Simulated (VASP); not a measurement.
Crystal: BaHfO3.

```xyz
5
Lattice="4.1771 0.0000 0.0000 0.0000 4.1771 0.0000 0.0000 0.0000 4.1771" Properties=species:S:1:pos:R:3 pbc="T T T"
Ba    0.0000    0.0000    0.0000
Hf    2.0885    2.0885    2.0885
O     2.0885    2.0885    0.0000
O     2.0885    0.0000    2.0885
O     0.0000    2.0885    2.0885
```

Base run:

- Program: VASP 6.6.1
- Functional: PBE
- Potentials or basis: VASP PAW PBE potentials, release 64 (Ba_sv, Hf_pv, O)
- Cutoff: 520 eV
- k mesh: 6 × 6 × 6
- Occupations: gaussian, width 0.01 eV
- Spin: no spin polarisation

Its results: band gap on the k mesh 3.58 eV, indirect (least direct gap 3.80 eV); pressure 2.9 GPa.

Task: The run is repeated on the same cell with these changes: functional from PBE to r2SCAN. What comes out?

Result: Band gap on the k mesh 4.11 eV, indirect (least direct gap 4.35 eV); pressure -0.7 GPa.

r2SCAN gives the wider gap, since meta-GGAs in the generalised Kohn-Sham scheme recover part of the derivative discontinuity.

Caveats: spin-orbit coupling is left out, which moves the levels of the heavy elements; the PAW data sets were made with another functional, which shifts forces and pressure a little (some runs).

A k mesh can miss the band edges.
